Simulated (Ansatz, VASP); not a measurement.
# AlAs in VASP and in Ansatz

```
Al As
1.0
     0.00000    2.83822    2.83822
     2.83822    0.00000    2.83822
     2.83822    2.83822    0.00000
Al As
1 1
Direct
  0.00000 0.00000 0.00000
  0.25000 0.25000 0.25000
```

Alike in both runs: functional r2SCAN; k mesh 8 × 8 × 8; occupations gaussian, width 0.02 eV; no spin polarisation.

Ansatz relaxed the structure, and its values are those at the end. VASP's run is a single point on that final structure, the one shown.

|  | VASP | Ansatz |
| --- | --- | --- |
| version | VASP 6.6.1 | Ansatz 0.2.0 |
| potentials or method | VASP PAW PBE potentials, release 64 (Al, As), cutoff 550 eV | scalar-relativistic, plane waves, PAW |
| valence electrons in the cell | 8 | 18 |

```tsv
	VASP	Ansatz	Ansatz less VASP
gap on the k mesh at the Fermi level (eV)	1.80	1.81	+0.009
least direct gap on the mesh (eV)	2.64	2.63	-0.003
pressure (GPa)	0.0	0.0	-0.02
```

VASP's potentials were made for PBE, not for r2SCAN. With one functional, cell and mesh, what is left measures potentials, basis and numerics. VASP's potentials hold 8 valence electrons a cell and Ansatz's 18, so a difference there can come from the potentials and not from the codes.
